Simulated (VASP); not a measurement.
# Ir (P6_3/mmc) in VASP: notebook, part 2 of 2

VASP 6.6.1.

## 4. Single point, PBE

File INCAR:

```
SYSTEM = Ir
PREC = Accurate ; ENCUT = 520
EDIFF = 1E-6 ; ISMEAR = 0
SIGMA = 0.020999999999999998 ; LREAL = .FALSE.
LASPH = .TRUE. ; NELM = 100
ALGO = Fast ; ISIF = 2
LWAVE = .FALSE. ; LCHARG = .FALSE.
GGA = PE ; NBANDS = 16
```

File KPOINTS:

```
Automatic mesh
0
G
  11 11 6
  0 0 0
```

File POSCAR:

```
Ir
1.0
    2.7513778946      0.0000000000      0.0000000000
   -1.3756889473      2.3827631521      0.0000000000
    0.0000000000      0.0000000000      4.4622900000
Ir
2
Direct
    0.3333333333      0.6666666667      0.2500000000
    0.6666666667      0.3333333333      0.7500000000
```

Potentials or basis: VASP PAW PBE potentials, release 64 (Ir).

On the command line:

```console
$ cat potpaw_PBE.64/Ir/POTCAR > POTCAR
$ mpirun -np 1 vasp_std > vasp.out
```

OUTCAR:

```text
SYSTEM = Ir
   PREC = Accurate
   ENCUT = 520
   EDIFF = 1E-6
   ISMEAR = 0
   LREAL = .FALSE.
   LASPH = .TRUE.
   NELM = 100
   ISIF = 2
   GGA = PE

 ion  position               nearest neighbor table
   1  0.333  0.667  0.250-   2 2.74   2 2.74   2 2.74   2 2.74   2 2.74   2 2.74
   2  0.667  0.333  0.750-   1 2.74   1 2.74   1 2.74   1 2.74   1 2.74   1 2.74

  LATTYP: Found a hexagonal cell.
 ALAT       =     2.7513778946
 C/A-ratio  =     1.6218382828

  Lattice vectors:

 A1 = (   2.7513778946,   0.0000000000,   0.0000000000)
 A2 = (  -1.3756889473,   2.3827631521,   0.0000000000)
 A3 = (   0.0000000000,   0.0000000000,   4.4622900000)

Analysis of symmetry for initial positions (statically):
=====================================================================
 Subroutine PRICEL returns:
 Original cell was already a primitive cell.

 Routine SETGRP: Setting up the symmetry group for a
 hexagonal supercell.

 Subroutine GETGRP returns: Found 24 space group operations
 (whereof 12 operations were pure point group operations)
 out of a pool of 24 trial point group operations.

The static configuration has the point symmetry D_3d.
 The point group associated with its full space group is D_6h.

Analysis of symmetry for dynamics (positions and initial velocities):
=====================================================================
 Subroutine PRICEL returns:
 Original cell was already a primitive cell.

 Routine SETGRP: Setting up the symmetry group for a
 hexagonal supercell.

 Subroutine GETGRP returns: Found 24 space group operations
 (whereof 12 operations were pure point group operations)
 out of a pool of 24 trial point group operations.

The dynamic configuration has the point symmetry D_3d.
 The point group associated with its full space group is D_6h.

 Subroutine INISYM returns: Found 24 space group operations
 (whereof 12 operations are pure point group operations),
 and found     1 'primitive' translations

----------------------------------------------------------------------------------------

                                     Primitive cell

  volume of cell :      29.2542

  direct lattice vectors                    reciprocal lattice vectors
     2.751377895  0.000000000  0.000000000     0.363454254  0.209840411  0.000000000
    -1.375688947  2.382763152  0.000000000     0.000000000  0.419680823  0.000000000
     0.000000000  0.000000000  4.462290000     0.000000000  0.000000000  0.224100182

  length of vectors
     2.751377895  2.751377895  4.462290000     0.419680823  0.419680823  0.224100182

  position of ions in fractional coordinates (direct lattice)
     0.333333333  0.666666667  0.250000000
     0.666666667  0.333333333  0.750000000

  ion indices of the primitive-cell ions
   primitive index   ion index
                 1           1
                 2           2

----------------------------------------------------------------------------------------

 KPOINTS: Automatic mesh

Automatic generation of k-mesh.
 Grid dimensions read from file:
 generate k-points for:   11   11    6

 Generating k-lattice:

  Cartesian coordinates                     Fractional coordinates (reciprocal lattice)
     0.033041296  0.019076401  0.000000000     0.090909091 -0.000000000  0.000000000
     0.000000000  0.038152802  0.000000000     0.000000000  0.090909091  0.000000000
     0.000000000  0.000000000  0.037350030     0.000000000  0.000000000  0.166666667

  Length of vectors
     0.038152802  0.038152802  0.037350030

  Shift w.r.t. Gamma in fractional coordinates (k-lattice)
     0.000000000  0.000000000  0.000000000

 Subroutine IBZKPT returns following result:
 ===========================================

 Found     64 irreducible k-points:

 Following reciprocal coordinates:
            Coordinates               Weight
  0.000000  0.000000  0.000000      1.000000
  0.090909 -0.000000  0.000000      6.000000
  0.181818 -0.000000  0.000000      6.000000
  0.272727 -0.000000  0.000000      6.000000
  0.363636 -0.000000  0.000000      6.000000
  0.454545 -0.000000  0.000000      6.000000
[... 16 lines left out ...]
  0.090909  0.090909  0.166667     12.000000
  0.181818  0.090909  0.166667     24.000000
 [... further k-points ...]
   k-points           NKPTS =     64   k-points in BZ     NKDIM =     64   number of bands    NBANDS=     16
   number of dos      NEDOS =    301   number of ions     NIONS =      2
   total plane-waves  NPLWV =  14400
   dimension x,y,z NGX =    20 NGY =   20 NGZ =   36
   dimension x,y,z NGXF=    40 NGYF=   40 NGZF=   72
   ions per type =               2
   NGX,Y,Z   is equivalent  to a cutoff of  12.08, 12.08, 13.41 a.u.
   NGXF,Y,Z  is equivalent  to a cutoff of  24.17, 24.17, 26.82 a.u.
 SYSTEM =  Ir
   PREC   = accura    normal or accurate (medium, high low for compatibility)
   ISTART =      0    job   : 0-new  1-cont  2-samecut
   ICHARG =      2    charge: 1-file 2-atom 10-const
   ISPIN  =      1    spin polarized calculation?
   LNONCOLLINEAR =      F non collinear calculations
   LSORBIT =      F    spin-orbit coupling
   LASPH  =      T    aspherical Exc in radial PAW
   ENCUT  =  520.0 eV  38.22 Ry    6.18 a.u.   5.12  5.12  8.30*2*pi/ulx,y,z
   NELM   =    100;   NELMIN=  2; NELMDL= -5     # of ELM steps
   EDIFF  = 0.1E-05   stopping-criterion for ELM
   LREAL  =      F    real-space projection
   EDIFFG = 0.1E-04   stopping-criterion for IOM
   NSW    =      0    number of steps for IOM
   IBRION =     -1    ionic relax: 0-MD 1-quasi-New 2-CG
   NFREE  =      0    steps in history (QN), initial steepest desc. (CG)
   ISIF   =      2    stress and relaxation
   ISYM   =      2    0-nonsym 1-usesym 2-fastsym
   POTIM  = 0.5000    time-step for ionic-motion
   TEBEG  =    0.0;   TEEND  =   0.0 temperature during run
   PSTRESS=    0.0 pullay stress
   NELECT =      18.0000    total number of electrons
   NUPDOWN=      -1.0000    fix difference up-down
   EMIN   =  10.00;   EMAX   =-10.00  energy-range for DOS
   EFERMI =   0.00;   METHOD = LEGACY
   ISMEAR =     0;   SIGMA  =   0.02  broadening in eV -4-tet -1-fermi 0-gaus
   EFERMI_NEDOS =   21; number of points for ismear=-14 and -15
   IALGO  =     68    algorithm
   IMIX   =      4    mixing-type and parameters
     AMIX     =   0.40;   BMIX     =  1.00
     AMIX_MAG =   1.60;   BMIX_MAG =  1.00
  volume/ion in A,a.u.               =      14.63        98.71
  Fermi-wavevector in a.u.,A,eV,Ry     =   1.392417  2.631287 26.379323  1.938826
  Thomas-Fermi vector in A             =   2.516162
   LORBIT       =      0    0 simple, 1 ext, 2 COOP (PROOUT), +10 PAW based schemes
   GGA     = PE    functional components
   LHFCALC =     F    Hartree Fock is set to
   AEXX    =    0.0000 exact exchange contribution
   IVDW    =     0    specifies the selected vdW correction
   LEPSILON=     F    determine dielectric tensor
   LRPA    =     F    only Hartree local field effects (RPA)
 non-spin polarized calculation
 RMM-DIIS sequential band-by-band and
 Gauss-broadening in eV      SIGMA  =   0.02
  energy-cutoff  :      520.00
  volume of cell :       29.25
 maximum number of plane-waves:       796
   NGX = 11   NGY = 11   NGZ = 17

 number of electron      18.0000000 magnetization

 Free energy of the ion-electron system (eV)
  ---------------------------------------------------
  ext. energy  EPLUGINS =         0.00000000
  ---------------------------------------------------
  free energy    TOTEN  =       -17.52167322 eV

  energy without entropy =      -17.52051723  energy(sigma->0) =      -17.52109522

 E-fermi :   9.9329     XC(G=0): -13.7907

 val. band max:        9.9198510254   @ k =   0.3636   0.1818   0.1667
 cond. band min:       9.9380517706   @ k =   0.2727   0.0909   0.3333
 fundamental gap:      0.0182007452
 Fermi energy:         9.9328501228

 k-point     1 :       0.0000    0.0000    0.0000
  band No.  band energies     occupation
      1      -0.9272      2.00000
      2       2.1084      2.00000
      3       6.1875      2.00000
      4       6.2906      2.00000
      5       6.2906      2.00000
      6       6.9146      2.00000
[... 8 lines left out ...]
     15      26.3742      0.00000
     16      27.3753      0.00000
[... 419 lines left out ...]
 k-point    24 :       0.1818    0.0909    0.1667
  band No.  band energies     occupation
      1       1.2412      2.00000
      2       3.5964      2.00000
      3       4.8252      2.00000
      4       5.0529      2.00000
      5       6.0080      2.00000
      6       6.6039      2.00000
[... 8 lines left out ...]
     15      25.0478      0.00000
     16      26.4446      0.00000

 [... further k-points ...]

------------------------ aborting loop because EDIFF is reached ----------------------------------------

  FORCE on cell =-STRESS in cart. coord.  units (eV):
  Direction    XX          YY          ZZ          XY          YZ          ZX
  --------------------------------------------------------------------------------------
  -------------------------------------------------------------------------------------
  Total       -0.2292117     -0.2292117     -0.0773342     -0.0000000     -0.0000000      0.0000000
  in kB      -12.5533152    -12.5533152     -4.2353911     -0.0000000     -0.0000000      0.0000000
  external PRESSURE =      -9.7806738 kB  Pullay stress =       0.0000000 kB

 VOLUME and BASIS-vectors are now :
 -----------------------------------------------------------------------------
  energy-cutoff  :      520.00
  volume of cell :       29.25
      direct lattice vectors                 reciprocal lattice vectors
     2.751377895  0.000000000  0.000000000     0.363454254  0.209840411  0.000000000
    -1.375688947  2.382763152  0.000000000     0.000000000  0.419680823  0.000000000
     0.000000000  0.000000000  4.462290000     0.000000000  0.000000000  0.224100182

 POSITION                                       TOTAL-FORCE (eV/Angst)
 -----------------------------------------------------------------------------------
     -0.00000      1.58851      1.11557         0.000000      0.000000      0.000000
      1.37569      0.79425      3.34672        -0.000000     -0.000000      0.000000
 -----------------------------------------------------------------------------------
    total drift:                                0.000000     -0.000000     -0.000000

  FREE ENERGIE OF THE ION-ELECTRON SYSTEM (eV)
  ---------------------------------------------------
  free  energy   TOTEN  =       -17.5216732188 eV

  energy  without entropy=      -17.5205172310  energy(sigma->0) =      -17.52109522
```

OSZICAR:

```text
N       E                     dE             d eps       ncg     rms          rms(c)
DAV:   1     0.141673927906E+03    0.14167E+03   -0.84453E+03  2048   0.113E+03
DAV:   2    -0.148227386371E+02   -0.15650E+03   -0.14113E+03  2056   0.305E+02
DAV:   3    -0.185973362715E+02   -0.37746E+01   -0.36979E+01  2896   0.561E+01
DAV:   4    -0.186370025768E+02   -0.39666E-01   -0.39660E-01  2200   0.495E+00
DAV:   5    -0.186381383865E+02   -0.11358E-02   -0.11358E-02  2896   0.875E-01    0.202E+01
RMM:   6    -0.176910614857E+02    0.94708E+00   -0.10793E+00  2059   0.115E+01    0.804E+00
RMM:   7    -0.175269962700E+02    0.16407E+00   -0.56114E-01  2138   0.582E+00    0.218E+00
RMM:   8    -0.175294802121E+02   -0.24839E-02   -0.69298E-02  2387   0.275E+00    0.180E+00
RMM:   9    -0.175276396422E+02    0.18406E-02   -0.13732E-02  2427   0.836E-01    0.113E+00
RMM:  10    -0.175213473836E+02    0.62923E-02   -0.16222E-02  2150   0.166E+00    0.493E-01
RMM:  11    -0.175216948426E+02   -0.34746E-03   -0.10012E-03  2256   0.378E-01    0.352E-01
RMM:  12    -0.175217233166E+02   -0.28474E-04   -0.33140E-04  2436   0.118E-01    0.291E-01
RMM:  13    -0.175217189423E+02    0.43742E-05   -0.74676E-05  2892   0.565E-02    0.292E-01
RMM:  14    -0.175217404333E+02   -0.21491E-04   -0.72424E-06  2180   0.232E-02    0.220E-01
RMM:  15    -0.175216905452E+02    0.49888E-04   -0.89972E-05  3290   0.872E-02    0.728E-02
RMM:  16    -0.175216778743E+02    0.12671E-04   -0.11667E-05  2455   0.365E-02    0.349E-02
RMM:  17    -0.175216729062E+02    0.49681E-05   -0.15570E-05  2254   0.362E-02    0.440E-03
RMM:  18    -0.175216732188E+02   -0.31266E-06   -0.34293E-06  1889   0.123E-02
   1 F= -.17521673E+02 E0= -.17521095E+02  d E =-.115599E-02
```

stdout:

```text
POSCAR found type information on POSCAR Ir
 POSCAR found :  1 types and       2 ions
 scaLAPACK will be used
 LDA part: xc-table for (Slater+PW92), standard interpolation
 POSCAR, INCAR and KPOINTS ok, starting setup
 FFT: planning ... GRIDC
 FFT: planning ... GRID_SOFT
 FFT: planning ... GRID
 WAVECAR not read
 entering main loop
```

It took 18 s on 1 thread of AMD EPYC 9R45 (Zen 5), shared host; peak memory 0.12 GiB.

What came out:

```
Free energy            : -17.5217 eV
Pressure               : -1.0 GPa
Band gap on the k mesh : zero (bands 9 and 10 overlap by 3.07 eV)
```

Caveat: spin-orbit coupling is left out, which moves the levels of the heavy elements.

## 5. Single point, PBE

File INCAR:

```
  PREC = Accurate
  ENCUT = 520
  EDIFF = 1E-6
  ISMEAR = 0
  SIGMA = 0.023
  LREAL = F
  LASPH = T
  NELM = 100
  ALGO = Fast
  ISIF = 2
  LWAVE = F
  LCHARG = F
  GGA = PE
  NBANDS = 16
```

File KPOINTS:

```
Automatic mesh
0
Gamma
  11 11 6
```

POSCAR is that of step 4.

Potentials or basis: VASP PAW PBE potentials, release 64 (Ir).

On the command line:

```console
$ cat potpaw_PBE.64/Ir/POTCAR > POTCAR
$ mpirun -np 1 vasp_std > vasp.out
```

OUTCAR:

```text
PREC = Accurate
   ENCUT = 520
   EDIFF = 1E-6
   ISMEAR = 0
   LREAL = F
   LASPH = T
   NELM = 100
   ISIF = 2
   GGA = PE

 ion  position               nearest neighbor table
   1  0.333  0.667  0.250-   2 2.74   2 2.74   2 2.74   2 2.74   2 2.74   2 2.74
   2  0.667  0.333  0.750-   1 2.74   1 2.74   1 2.74   1 2.74   1 2.74   1 2.74

  LATTYP: Found a hexagonal cell.
 ALAT       =     2.7513778946
 C/A-ratio  =     1.6218382828

  Lattice vectors:

 A1 = (   2.7513778946,   0.0000000000,   0.0000000000)
 A2 = (  -1.3756889473,   2.3827631521,   0.0000000000)
 A3 = (   0.0000000000,   0.0000000000,   4.4622900000)

Analysis of symmetry for initial positions (statically):
=====================================================================
 Subroutine PRICEL returns:
 Original cell was already a primitive cell.

 Routine SETGRP: Setting up the symmetry group for a
 hexagonal supercell.

 Subroutine GETGRP returns: Found 24 space group operations
 (whereof 12 operations were pure point group operations)
 out of a pool of 24 trial point group operations.

[... 164 lines left out ...]

 E-fermi :   9.9330     XC(G=0): -13.7907

 val. band max:        9.9197705710   @ k =   0.3636   0.1818   0.1667
 cond. band min:       9.9380921421   @ k =   0.2727   0.0909   0.3333
 fundamental gap:      0.0183215710
 Fermi energy:         9.9329672287

 k-point     1 :       0.0000    0.0000    0.0000
  band No.  band energies     occupation
      1      -0.9271      2.00000
      2       2.1085      2.00000
      3       6.1874      2.00000
      4       6.2907      2.00000
      5       6.2907      2.00000
      6       6.9147      2.00000
[... 433 lines left out ...]
      3       4.8251      2.00000
      4       5.0529      2.00000
      5       6.0079      2.00000
      6       6.6039      2.00000
[... 8 lines left out ...]
     15      25.0477      0.00000
     16      26.4446      0.00000

 [... further k-points ...]

------------------------ aborting loop because EDIFF is reached ----------------------------------------

  FORCE on cell =-STRESS in cart. coord.  units (eV):
  Direction    XX          YY          ZZ          XY          YZ          ZX
  --------------------------------------------------------------------------------------
  -------------------------------------------------------------------------------------
  Total       -0.2242533     -0.2242533     -0.0864306      0.0000000      0.0000000      0.0000000
  in kB      -12.2817565    -12.2817565     -4.7335736      0.0000000      0.0000000      0.0000000
  external PRESSURE =      -9.7656955 kB  Pullay stress =       0.0000000 kB

 VOLUME and BASIS-vectors are now :
 -----------------------------------------------------------------------------
  energy-cutoff  :      520.00
  volume of cell :       29.25
      direct lattice vectors                 reciprocal lattice vectors
     2.751377895  0.000000000  0.000000000     0.363454254  0.209840411  0.000000000
    -1.375688947  2.382763152  0.000000000     0.000000000  0.419680823  0.000000000
     0.000000000  0.000000000  4.462290000     0.000000000  0.000000000  0.224100182

 POSITION                                       TOTAL-FORCE (eV/Angst)
 -----------------------------------------------------------------------------------
     -0.00000      1.58851      1.11557         0.000000      0.000000      0.000000
      1.37569      0.79425      3.34672        -0.000000      0.000000      0.000000
 -----------------------------------------------------------------------------------
    total drift:                                0.000000     -0.000000     -0.000000

  FREE ENERGIE OF THE ION-ELECTRON SYSTEM (eV)
  ---------------------------------------------------
  free  energy   TOTEN  =       -17.5217887562 eV

  energy  without entropy=      -17.5203994158  energy(sigma->0) =      -17.52109409
```

stdout:

```text
POSCAR found type information on POSCAR Ir
 POSCAR found :  1 types and       2 ions
 scaLAPACK will be used
 LDA part: xc-table for (Slater+PW92), standard interpolation
 POSCAR, INCAR and KPOINTS ok, starting setup
 FFT: planning ... GRIDC
 FFT: planning ... GRID_SOFT
 FFT: planning ... GRID
 WAVECAR not read
 entering main loop
```

Run time: 20 s. Hardware: 1 thread of AMD EPYC 9R45 (Zen 5), shared host; peak memory 0.12 GiB.

Results:

* Free energy: -17.5218 eV
* Pressure: -1.0 GPa
* Band gap on the k mesh: zero (bands 9 and 10 overlap by 3.07 eV)

Levels at points of the mesh, in eV from the Fermi level:
```
           k point  band 6  band 7  band 8  band 9  band 10  band 11  band 12  band 13
(0.00, 0.00, 0.00)   -3.02   -3.02   -2.26   -2.26    -0.72     0.27     0.27     6.79
(0.00, 0.00, 0.50)   -3.76   -3.76   -3.76   -0.45    -0.45    -0.45    -0.45    13.59
```

Caveat: spin-orbit coupling is left out, which moves the levels of the heavy elements.

## 6. The runs side by side

| smearing | gap on the mesh (eV) | pressure (GPa) |
| --- | --- | --- |
| gaussian 0.018 eV | none | -1.0 |
| gaussian 0.019 eV | none | -1.0 |
| gaussian 0.021 eV | none | -1.0 |
| gaussian 0.023 eV | none | -1.0 |

Alike in all rows: task single point; level PBE; potentials or basis VASP PAW PBE potentials, release 64 (Ir); no spin polarisation; cell as given; k mesh 11 × 11 × 6; cutoff (eV) 520.

Caveats: spin-orbit coupling is left out, which moves the levels of the heavy elements.

Total energies depend on the potentials used, so only differences within one code and one set of settings carry meaning.
